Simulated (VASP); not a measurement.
NaCl:

```xyz
4
Lattice="3.4439 0.0000 0.0000 -1.7219 2.9825 0.0000 0.0000 0.0000 8.6137" Properties=species:S:1:pos:R:3 pbc="T T T"
Na    1.7219    0.9942    7.3464
Na    0.0000    1.9883    1.2673
Cl    0.0000    0.0000    5.7918
Cl    0.0000    0.0000    2.8218
```

| Item | Value |
| --- | --- |
| Program | VASP 6.6.1 |
| Task | relaxation of cell and atoms |
| Functional | PBE |
| Dispersion | D3(BJ) |
| Potentials or basis | VASP PAW PBE potentials, release 64 (Na_pv, Cl) |
| Cutoff | 600 eV |
| k mesh | 6 × 6 × 2 |
| Occupations | gaussian, width 0.1 eV |
| Spin | no spin polarisation |

At the start: pressure 6.3 GPa; volume 22.12 Å³/atom.

Question: Where does the relaxation end?

Answer: Over 16 steps the energy falls by 769.7 meV/atom and the volume is 34.95 Å³/atom (+58.0 %); space group P-3m1 (No. 164, to 0.05 Å).

The path:
| step | energy change (eV) | largest force (eV/Å) | pressure (GPa) | volume (Å³) |
| --- | --- | --- | --- | --- |
| 1 | 0.0000 | 0.9248 | 6.29 | 88.47 |
| 2 | -0.8270 | 1.4008 | 2.70 | 99.88 |
| 3 | -1.9033 | 1.4646 | -2.14 | 137.43 |
| 4 | -2.4979 | 0.9873 | -1.53 | 135.27 |
| 5 | -2.8778 | 0.4233 | -1.12 | 131.29 |
| 6 | -2.8951 | 0.2562 | -1.07 | 129.93 |
| 7 | -3.0034 | 0.1403 | 1.09 | 120.82 |
| 8 | -3.0083 | 0.1607 | 0.70 | 122.22 |
| 9 | -3.0343 | 0.1477 | 0.43 | 126.11 |
| 10 | -3.0664 | 0.1092 | -0.07 | 135.67 |
| 11 | -3.0698 | 0.0925 | -0.22 | 139.42 |
| 12 | -3.0701 | 0.0867 | -0.25 | 140.63 |
| 13 | -3.0726 | 0.0526 | 0.22 | 139.11 |
| 14 | -3.0738 | 0.0637 | 0.04 | 139.65 |
| 15 | -3.0764 | 0.0477 | -0.01 | 139.71 |
| 16 | -3.0789 | 0.0383 | -0.08 | 139.81 |

Final structure:
```
Na Cl
1.0
     4.48675    0.00000    0.00000
    -2.24338    3.88564    0.00000
     0.00000    0.00000    8.01934
Na Cl
2 2
Direct
  0.66667 0.33333 0.76337
  0.33333 0.66667 0.23663
  0.00000 0.00000 0.76113
  0.00000 0.00000 0.23887
```

Caveat: the volume moved by over 15 % at a fixed basis, so the end points are rough.
